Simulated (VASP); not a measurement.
Wanted: the native input for a VASP 6.6.1 run.

- Task: single point
- Functional: PBE
- Potentials or basis: VASP PAW PBE potentials, release 64 (B, N)
- Cutoff: 520 eV
- k mesh: 12 × 12 × 4
- Occupations: gaussian, width 0.02 eV
- Spin: no spin polarisation
- Dipole correction: no
- Further INCAR settings: ALGO = Normal; EDIFF = 1e-07; NBANDS = 16

The structure of BN lies in POSCAR:

```
BN
1.0
    2.3984985338      0.0000000000      0.0000000000
   -1.1992492669      2.0771606612      0.0000000000
    0.0000000000      0.0000000000      6.7802356440
B N
2 2
Direct
    0.3333333333      0.6666666667      0.2500000000
    0.6666666667      0.3333333333      0.7500000000
    0.3333333333      0.6666666667      0.7500000000
    0.6666666667      0.3333333333      0.2500000000
```

This cell differs from its parent crystal: strained.

These files were run (other wordings do the same):

INCAR

```
SYSTEM = BN
ALGO     = Normal         ! electronic algorithm
EDIFF    = 1E-7           ! SCF threshold, eV
ENCUT    = 520            ! plane-wave cutoff, eV
GGA      = PE             ! functional
ISIF     = 2              ! what is computed and relaxed
ISMEAR   = 0              ! smearing method
LASPH    = .True.         ! aspherical terms in the spheres
LCHARG   = .False.        ! write CHGCAR
LREAL    = .False.        ! projectors in reciprocal space
LWAVE    = .False.        ! write WAVECAR
NBANDS   = 16             ! bands
NELM     = 60             ! most SCF steps
PREC     = Accurate       ! precision mode
SIGMA    = 0.02           ! smearing width, eV
```

KPOINTS

```
k-points
0
Gamma
  12 12 4
  0 0 0
```

Potentials or basis: VASP PAW PBE potentials, release 64 (B, N).

Launch:

```sh
$ cat potpaw_PBE.64/B/POTCAR potpaw_PBE.64/N/POTCAR > POTCAR
$ mpirun -np 1 vasp_std > vasp.out
```

Results of the run:

The pressure is 40.2 GPa and the band gap on the k mesh is 4.51 eV, indirect (least direct gap 4.98 eV).

Caveat: the cell differs from its parent crystal (strained); this functional lacks dispersion, which binds the layers, so the pressure and a relaxed spacing across them are unreliable.

Wall time 13 s on 1 thread of Intel(R) Xeon(R) 6975P-C (Granite Rapids) (shared host), peak memory 0.15 GiB.
